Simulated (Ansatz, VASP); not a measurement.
**One calculation of SrTiO3, two programs**

```
Sr Ti O
1.0
     3.92071   -0.03520   -3.86367
    -0.03206    3.95767    0.00314
     3.86011   -0.02891    3.80307
Sr Ti O
2 2 6
Cartesian
  5.8074 1.9466 -1.9242
  1.9492 1.9726 -1.8789
  3.8560 3.9264 3.7664
  3.8440 0.0166 0.0067
  1.9170 -0.0126 0.0248
  5.7849 3.8667 -0.0639
  3.8317 1.9010 3.7876
  3.9480 1.9120 -0.0454
  3.8171 0.0254 1.8807
  3.8764 3.9028 -1.9730
```

Alike in both runs: task single point; functional r2SCAN; k mesh 3 × 5 × 4; occupations tetrahedron; no spin polarisation.

```csv
,VASP,Ansatz
version,VASP 6.6.1,Ansatz 0.2.0
potentials or method,"VASP PAW PBE potentials, release 64 (Sr_sv, Ti_sv, O), cutoff 520 eV",PAW plane waves
valence electrons in the cell,80,80
```

```csv
,VASP,Ansatz,Ansatz less VASP
gap on the k mesh at the Fermi level (eV),2.14,2.13,-0.011
pressure (GPa),4.0,3.1,-0.98
"traceless stress, the component that is largest in VASP (GPa)",4.17,4.11,-0.063
rms of the force components (eV/Å),0.650,0.640,-0.0107
```

VASP's potentials were made for PBE, not for r2SCAN. Atom by atom the forces differ by 0.026 eV/Å (rms over components). Ansatz's warnings: band table not solved further, tetrahedron derivatives may miss energy slope.
